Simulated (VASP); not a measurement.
Write the native input for VASP 6.6.1 that does the following.

| Property | Result |
| --- | --- |
| Task | single point |
| Functional | BLYP |
| Potentials or basis | VASP PAW PBE potentials, release 64 (Sb) |
| Cutoff | 500 eV |
| k mesh | 11 × 11 × 11 |
| Occupations | fermi-dirac, width 0.05 eV |
| Spin | no spin polarisation |
| Dipole correction | no |
| Further INCAR settings | ALGO = Normal; EDIFF = 1e-06; NBANDS = 8 |

The structure of Sb lies in POSCAR:

```
Sb
1.0
   -1.5765400000      1.5765400000      2.7119385000
    1.5765400000     -1.5765400000      2.7119385000
    1.5765400000      1.5765400000     -2.7119385000
Sb
1
Direct
    0.0000000000      0.0000000000      0.0000000000
```

One way to write it, as run:

INCAR

```
PREC = Accurate ; ENCUT = 500
EDIFF = 1E-6 ; ISMEAR = -1
SIGMA = 0.05 ; LREAL = False
LASPH = True ; NELM = 120
ALGO = Normal ; ISIF = 2
LWAVE = False ; LCHARG = False
GGA = B5 ; ALDAX = 1.0
AGGAX = 1.0 ; AGGAC = 1.0
ALDAC = 0.0 ; NBANDS = 8
GGA_COMPAT = False
```

KPOINTS

```
Automatic mesh
0
Gamma
  11 11 11
```

Potentials or basis: VASP PAW PBE potentials, release 64 (Sb).

Run with:

```console
$ cat potpaw_PBE.64/Sb/POTCAR > POTCAR
$ mpirun -np 1 vasp_std > vasp.out
```

It gave:

- Pressure: 7.6 GPa
- Band gap on the k mesh: zero (an odd number of electrons rules out a gap without spin polarisation)

Caveat: the cell stands under pressure; the PAW data sets were made with another functional, which shifts forces and pressure a little; spin-orbit coupling is left out, which moves the levels of the heavy elements.

It took 33 s on 1 thread of AMD EPYC 7R43 64-Core Processor (Zen 3), with other jobs on the host, peak memory 0.14 GiB.
